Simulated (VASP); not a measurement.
The system is CuSbSe4.

```
CELL_PARAMETERS angstrom
2.70313 1.56065 6.10795
-2.70313 1.56065 6.10795
0.00000 -3.12131 6.10795
ATOMIC_POSITIONS crystal
Cu 0.50000 0.50000 0.50000
Sb 0.00000 0.00000 0.00000
Se 0.35755 0.35755 0.35755
Se 0.64245 0.64245 0.64245
Se 0.76664 0.76664 0.76664
Se 0.23336 0.23336 0.23336
```

The cell was generated, and may not be a known phase.

| Property | Result |
| --- | --- |
| Program | VASP 6.6.1 |
| Task | relaxation of cell and atoms |
| Functional | PBE |
| Potentials or basis | VASP PAW PBE potentials, release 64 (Cu, Sb, Se) |
| Cutoff | 600 eV |
| k mesh | 3 × 3 × 3 |
| Occupations | gaussian, width 0.15 eV |
| Spin | collinear spin |
| Starting moments | [1.0, 0.0, 0.0, 0.0, 0.0, 0.0] μB |

At the start: pressure -0.1 GPa; volume 25.77 Å³/atom.

Q: Where does the relaxation end?

A: Over 27 steps the energy falls by 496.8 meV/atom and the volume is 22.90 Å³/atom (-11.1 %); space group R-3m (No. 166, to 0.1 Å) before and after; moment 0.00 μB per cell.

Step by step:
```csv
step,energy change (eV),largest force (eV/Å),pressure (GPa),volume (Å³)
1,0.0000,2.1918,-0.05,154.60
2,-0.3960,0.4494,-4.06,154.15
3,-0.4009,0.4533,-4.21,154.10
4,-0.7247,0.7602,-0.70,139.21
5,-0.7613,0.9501,1.28,133.60
6,-0.9063,0.7953,1.72,130.08
7,-0.8232,1.5208,9.30,119.52
8,-1.0341,1.1126,3.26,126.31
9,-1.0350,1.2281,4.85,123.81
10,-1.0457,1.1770,4.05,124.98
11,-1.1446,1.1438,3.29,126.19
12,-1.3241,1.2534,2.64,128.94
13,-1.9297,1.5567,1.19,134.28
14,-2.5227,1.0308,-0.20,144.41
15,-2.5350,0.9626,-0.36,145.30
16,-2.6957,0.7045,-0.91,144.58
17,-2.8533,0.3353,-0.83,142.90
18,-2.8552,0.1756,-0.96,143.20
19,-2.8564,0.1861,-0.94,143.10
20,-2.8742,0.4517,1.28,137.60
21,-2.8782,0.3557,0.63,139.17
22,-2.9115,0.3420,0.49,138.67
23,-2.9410,0.5624,0.69,136.84
24,-2.9689,0.2816,-0.04,137.90
25,-2.9762,0.0450,-0.73,139.00
26,-2.9763,0.0684,-0.70,138.88
27,-2.9806,0.0232,-0.03,137.40
```

Final structure:
```yaml
crystal:
  lattice:
    - [2.39902, 1.38507, 6.89162]
    - [-2.39902, 1.38507, 6.89162]
    - [0.00000, -2.77015, 6.89162]
  atoms:
    - { symbol: Cu, position: [0.50000, 0.50000, 0.50000] }
    - { symbol: Sb, position: [0.00000, 0.00000, 0.00000] }
    - { symbol: Se, position: [0.38556, 0.38556, 0.38556] }
    - { symbol: Se, position: [0.61444, 0.61444, 0.61444] }
    - { symbol: Se, position: [0.83597, 0.83597, 0.83597] }
    - { symbol: Se, position: [0.16403, 0.16403, 0.16403] }
```

Caveat: the k points lie up to 0.51 Å⁻¹ apart in the final cell, too coarse for converged energies and pressures of a metal.
